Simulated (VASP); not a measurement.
# MoS2 (P-3m1) in VASP: further runs

MoS2 is run at these levels: PBE+D3(BJ); tasks: single point.

Program: VASP 6.6.1. These are calculated values, not measurements. Logs are shortened: lines on timing, memory, paths and dates and some standing lists are left out, and cuts for length are marked.

## (1) The cell of the first run

It takes space group P-3m1 (No. 164, trigonal). Conventional cell: a = 3.134 Å, b = 3.134 Å, c = 19.865 Å, α = 90.00°, β = 90.00°, γ = 120.00°. Mo (site symmetry 3m) has 6 S at 2.42 Å and 6 Mo at 3.13 Å within 3.2 Å. Mo (site symmetry -3m) has 6 S at 2.42 Å and 6 Mo at 3.13 Å within 3.2 Å. Within 3.2 Å of S (site symmetry 3m) lie 3 Mo at 2.42 Å and 6 S at 3.13 Å. Within 3.2 Å of S (site symmetry 3m) lie 3 Mo at 2.42 Å and 6 S at 3.13 Å. S (site symmetry 3m) has 3 Mo at 2.42 Å and 6 S at 3.13 Å within 3.2 Å.

## (2) Single point, PBE+D3(BJ)

The input, INCAR:

```
PREC = Accurate ; ENCUT = 520
EDIFF = 1E-7 ; ISMEAR = 0
SIGMA = 0.15 ; LREAL = False
LASPH = True ; NELM = 60
ALGO = Normal ; ISIF = 2
LWAVE = False ; LCHARG = True
GGA = PE ; IVDW = 12
LELF = True ; LVHAR = True
NBANDS = 49
```

The input, KPOINTS:

```
Automatic mesh
0
Gamma
  14 14 3
```

The input, POSCAR:

```
MoS2
1.0
   -1.5671157456     -2.7143240927      0.0000000000
    1.5671157456     -2.7143240927      0.0000000000
    0.0000000000      0.0000000000     19.8649660373
Mo S
3 6
Direct
    1.0000000000      1.0000000000      0.7494485226
    0.3333333333      0.3333333333      0.1499016954
    0.6666666667      0.6666666667      0.4496751090
    1.0000000000      1.0000000000      0.5303475351
    0.3333333333      0.3333333333      0.8301209487
    0.6666666667      0.6666666667      0.2305741216
    1.0000000000      1.0000000000      0.0692292693
    0.3333333333      0.3333333333      0.3690026829
    0.6666666667      0.6666666667      0.6687760964
```

Potentials or basis: VASP PAW PBE potentials, release 64 (Mo_sv, S).

On the command line:

```
$ cat potpaw_PBE.64/Mo_sv/POTCAR potpaw_PBE.64/S/POTCAR > POTCAR
$ mpirun -np 1 vasp_std > vasp.out
```

OUTCAR:

```text
PREC = Accurate
   ENCUT = 520
   EDIFF = 1E-7
   ISMEAR = 0
   LREAL = False
   LASPH = True
   NELM = 60
   ISIF = 2
   GGA = PE
   IVDW = 12
 IVDW          = 12

 ion  position               nearest neighbor table
   1  0.000  0.000  0.749-   5 2.42   5 2.42   5 2.42   9 2.42   9 2.42   9 2.42
   2  0.333  0.333  0.150-   7 2.42   7 2.42   7 2.42   6 2.42   6 2.42   6 2.42
   3  0.667  0.667  0.450-   4 2.42   8 2.42   8 2.42   4 2.42   4 2.42   8 2.42
   4  0.000  0.000  0.530-   3 2.42   3 2.42   3 2.42
   5  0.333  0.333  0.830-   1 2.42   1 2.42   1 2.42
   6  0.667  0.667  0.231-   2 2.42   2 2.42   2 2.42
   7  0.000  0.000  0.069-   2 2.42   2 2.42   2 2.42
   8  0.333  0.333  0.369-   3 2.42   3 2.42   3 2.42
   9  0.667  0.667  0.669-   1 2.42   1 2.42   1 2.42

  LATTYP: Found a hexagonal cell.
 ALAT       =     3.1342314912
 C/A-ratio  =     6.3380659958

  Lattice vectors:

 A1 = (  -1.5671157456,   2.7143240927,   0.0000000000)
 A2 = (  -1.5671157456,  -2.7143240927,   0.0000000000)
 A3 = (   0.0000000000,   0.0000000000,  19.8649660373)

Analysis of symmetry for initial positions (statically):
=====================================================================
 Subroutine PRICEL returns:
 Original cell was already a primitive cell.

 Routine SETGRP: Setting up the symmetry group for a
 hexagonal supercell.

 Subroutine GETGRP returns: Found 12 space group operations
 (whereof  6 operations were pure point group operations)
 out of a pool of 24 trial point group operations.

The static configuration has the point symmetry C_3v.
 The point group associated with its full space group is D_3d.

Analysis of symmetry for dynamics (positions and initial velocities):
=====================================================================
 Subroutine PRICEL returns:
 Original cell was already a primitive cell.

 Routine SETGRP: Setting up the symmetry group for a
 hexagonal supercell.

 Subroutine GETGRP returns: Found 12 space group operations
 (whereof  6 operations were pure point group operations)
 out of a pool of 24 trial point group operations.

The dynamic configuration has the point symmetry C_3v.
 The point group associated with its full space group is D_3d.

 Subroutine INISYM returns: Found 12 space group operations
 (whereof  6 operations are pure point group operations),
 and found     1 'primitive' translations

[... 113 lines left out ...]
   NFREE  =      0    steps in history (QN), initial steepest desc. (CG)
   ISIF   =      2    stress and relaxation
   ISYM   =      2    0-nonsym 1-usesym 2-fastsym
   POTIM  = 0.5000    time-step for ionic-motion
   TEBEG  =    0.0;   TEEND  =   0.0 temperature during run
   PSTRESS=    0.0 pullay stress
   NELECT =      78.0000    total number of electrons
   NUPDOWN=      -1.0000    fix difference up-down
   EMIN   =  10.00;   EMAX   =-10.00  energy-range for DOS
   EFERMI =   0.00;   METHOD = LEGACY
   ISMEAR =     0;   SIGMA  =   0.15  broadening in eV -4-tet -1-fermi 0-gaus
   EFERMI_NEDOS =   21; number of points for ismear=-14 and -15
   IALGO  =     38    algorithm
   IMIX   =      4    mixing-type and parameters
     AMIX     =   0.40;   BMIX     =  1.00
     AMIX_MAG =   1.60;   BMIX_MAG =  1.00
  volume/ion in A,a.u.               =      18.78       126.72
  Fermi-wavevector in a.u.,A,eV,Ry     =   1.265162  2.390810 21.777962  1.600635
  Thomas-Fermi vector in A             =   2.398430
   LORBIT       =      0    0 simple, 1 ext, 2 COOP (PROOUT), +10 PAW based schemes
   GGA     = PE    functional components
   LHFCALC =     F    Hartree Fock is set to
   AEXX    =    0.0000 exact exchange contribution
   IVDW    =    12    specifies the selected vdW correction
   LEPSILON=     F    determine dielectric tensor
   LRPA    =     F    only Hartree local field effects (RPA)
 non-spin polarized calculation
 Gauss-broadening in eV      SIGMA  =   0.15
  energy-cutoff  :      520.00
  volume of cell :      169.00
 maximum number of plane-waves:      4581
   NGX = 11   NGY = 11   NGZ = 73

 number of electron      78.0000007 magnetization

 Free energy of the ion-electron system (eV)
  ---------------------------------------------------
  ext. energy  EPLUGINS =         0.00000000
  ---------------------------------------------------
  free energy    TOTEN  =       -62.92470830 eV

  energy without entropy =      -62.89699391  energy(sigma->0) =      -62.91085110

 E-fermi :   7.0403     XC(G=0): -10.3821

 val. band max:        7.0080143339   @ k =  -0.3571   0.2857   0.3333
 cond. band min:       7.0421491221   @ k =   0.2857   0.1429   0.3333
 fundamental gap:      0.0341347882
 Fermi energy:         7.0402860965

 k-point     1 :       0.0000    0.0000    0.0000
  band No.  band energies     occupation
      1     -54.6830      2.00000
      2     -54.6830      2.00000
      3     -54.6347      2.00000
      4     -28.7713      2.00000
      5     -28.7713      2.00000
      6     -28.7309      2.00000
[... 1237 lines left out ...]
     48      10.1951      0.00000
     49      10.5985      0.00000

 [... further k-points ...]

------------------------ aborting loop because EDIFF is reached ----------------------------------------

 Edisp (eV)   -3.75552

 E8    (eV) :    -1.5264

  FORCE on cell =-STRESS in cart. coord.  units (eV):
  Direction    XX          YY          ZZ          XY          YZ          ZX
  --------------------------------------------------------------------------------------
  -------------------------------------------------------------------------------------
  Total      -0.00242    -0.00242    -0.25221     0.00000     0.00000     0.00000
  in kB      -0.02294    -0.02294    -2.39111     0.00000     0.00000     0.00000
  external pressure =       -0.81 kB  Pullay stress =        0.00 kB

 VOLUME and BASIS-vectors are now :
 -----------------------------------------------------------------------------
  energy-cutoff  :      520.00
  volume of cell :      169.00
      direct lattice vectors                 reciprocal lattice vectors
    -1.567115746 -2.714324093  0.000000000    -0.319057480 -0.184207922  0.000000000
     1.567115746 -2.714324093  0.000000000     0.319057480 -0.184207922  0.000000000
     0.000000000  0.000000000 19.864966037     0.000000000  0.000000000  0.050339880

 POSITION                                       TOTAL-FORCE (eV/Angst)
 -----------------------------------------------------------------------------------
      0.00000      0.00000     14.88777        -0.000000     -0.000000     -0.003788
      0.00000     -1.80955      2.97779         0.000000     -0.000000      0.003788
      0.00000     -3.61910      8.93278        -0.000000     -0.000000     -0.000000
      0.00000      0.00000     10.53534        -0.000000     -0.000000     -0.003721
      0.00000     -1.80955     16.49032         0.000000      0.000000      0.097868
      0.00000     -3.61910      4.58035         0.000000     -0.000000      0.020491
      0.00000      0.00000      1.37524        -0.000000     -0.000000     -0.097868
      0.00000     -1.80955      7.33023         0.000000      0.000000      0.003721
      0.00000     -3.61910     13.28521        -0.000000     -0.000000     -0.020491
 -----------------------------------------------------------------------------------
    total drift:                               -0.000000      0.000000      0.000011

  FREE ENERGIE OF THE ION-ELECTRON SYSTEM (eV)
  ---------------------------------------------------
  free  energy   TOTEN  =       -66.6802287524 eV

  energy  without entropy=      -66.6525143668  energy(sigma->0) =      -66.66637156
```

OSZICAR:

```text
N       E                     dE             d eps       ncg     rms          rms(c)
DAV:   1     0.711946536468E+03    0.71195E+03   -0.43493E+04  6808   0.150E+03
DAV:   2    -0.252223341274E+02   -0.73717E+03   -0.71391E+03  7481   0.390E+02
DAV:   3    -0.662443438482E+02   -0.41022E+02   -0.39624E+02  7847   0.826E+01
[... 10 lines left out ...]
DAV:  14    -0.629246957721E+02    0.94686E-04   -0.54163E-04  7936   0.987E-02    0.715E-02
DAV:  15    -0.629246985598E+02   -0.27876E-05   -0.58339E-05  7400   0.373E-02    0.417E-02
DAV:  16    -0.629247060890E+02   -0.75292E-05   -0.22828E-05  6952   0.224E-02    0.181E-02
DAV:  17    -0.629247080251E+02   -0.19360E-05   -0.62983E-06  7223   0.123E-02    0.135E-02
DAV:  18    -0.629247083040E+02   -0.27896E-06   -0.14144E-06  7496   0.522E-03    0.831E-03
DAV:  19    -0.629247082969E+02    0.70877E-08   -0.34273E-07  6231   0.320E-03
   1 F= -.66680229E+02 E0= -.66666372E+02  d E =-.277144E-01
```

stdout:

```text
POSCAR found type information on POSCAR MoS
 POSCAR found :  2 types and       9 ions
 scaLAPACK will be used
 LDA part: xc-table for (Slater+PW92), standard interpolation
 POSCAR, INCAR and KPOINTS ok, starting setup
 FFT: planning ... GRIDC
 FFT: planning ... GRID_SOFT
 FFT: planning ... GRID
 WAVECAR not read
 entering main loop
```

It took 11 min on 1 thread of Intel Xeon 6975P-C, shared host; peak memory 0.54 GiB.

Results:

```
Free energy                : -66.6802 eV
Pressure                   : -0.1 GPa
Largest force              : 0.098 eV/Å
Band gap on the k mesh     : zero (band 39 reaches 7.32 eV, above the bottom of band 40 at 6.85 eV)
Dispersion energy per atom : -0.417 eV
```

Forces on the atoms (eV/Å):
```
Mo   0.000  0.000 -0.004
Mo   0.000  0.000  0.004
Mo   0.000  0.000  0.000
S    0.000  0.000 -0.004
S    0.000  0.000  0.098
S    0.000  0.000  0.020
S    0.000  0.000 -0.098
S    0.000  0.000  0.004
S    0.000  0.000 -0.020
```

Stress tensor (GPa, compression positive):
```
 0.00  0.00  0.00
 0.00  0.00  0.00
 0.00  0.00 -0.24
```

## (3) Single point, PBE+D3(BJ)

This run uses another cell than the first one, of 19.91 Å³/atom, 1.060 times its volume.

The input, INCAR:

```
SYSTEM = MoS2
ALGO = Normal
EDIFF = 1E-6
ENCUT = 520
GGA = PE
ISIF = 2
ISMEAR = 0
IVDW = 12
LASPH = .TRUE.
LCHARG = .FALSE.
LREAL = .FALSE.
LWAVE = .FALSE.
NBANDS = 49
NELM = 80
PREC = Accurate
SIGMA = 0.15
```

The input, KPOINTS:

```
k-points
0
G
  14 14 3
  0 0 0
```

The input, POSCAR:

```
MoS2
1.0
   -1.5671157456     -2.7143240927      0.0000000000
    1.5671157456     -2.7143240927      0.0000000000
    0.0000000000      0.0000000000     21.0649660373
Mo S
3 6
Direct
    1.0000000000      1.0000000000      0.7067549704
    0.3333333333      0.3333333333      0.1413623019
    0.6666666667      0.6666666667      0.4240586361
    1.0000000000      1.0000000000      0.5001354265
    0.3333333333      0.3333333333      0.7828317607
    0.6666666667      0.6666666667      0.2174390923
    1.0000000000      1.0000000000      0.0652855116
    0.3333333333      0.3333333333      0.3479818458
    0.6666666667      0.6666666667      0.6306781800
```

Potentials or basis: VASP PAW PBE potentials, release 64 (Mo_sv, S).

On the command line:

```
$ cat potpaw_PBE.64/Mo_sv/POTCAR potpaw_PBE.64/S/POTCAR > POTCAR
$ mpirun -np 1 vasp_std > vasp.out
```

Run time: 11 min. Hardware: 1 thread of Intel Xeon 6975P-C, shared host; peak memory 0.57 GiB.

The run converged. Its results:

```
Free energy                : -66.6230 eV
Pressure                   : 0.0 GPa
Largest force              : 0.071 eV/Å
Band gap on the k mesh     : zero (band 39 reaches 6.63 eV, above the bottom of band 40 at 6.17 eV)
Dispersion energy per atom : -0.411 eV
```

Forces on the atoms (eV/Å):
```
Mo   0.000  0.000 -0.016
Mo   0.000  0.000  0.016
Mo   0.000  0.000  0.000
S    0.000  0.000 -0.004
S    0.000  0.000  0.071
S    0.000  0.000  0.023
S    0.000  0.000 -0.071
S    0.000  0.000  0.004
S    0.000  0.000 -0.023
```

Levels at points of the mesh, in eV from the Fermi level:
```tsv
k point	band 37	band 38	band 39	band 40	band 41	band 42
(0.00, 0.00, 0.00)	-0.78	-0.64	-0.24	-0.11	-0.11	-0.04
(0.50, 0.00, 0.00)	-1.62	-1.48	-1.33	1.33	1.33	1.38
```

Caveat: pairwise dispersion overbinds metals, which lowers pressure and volume.
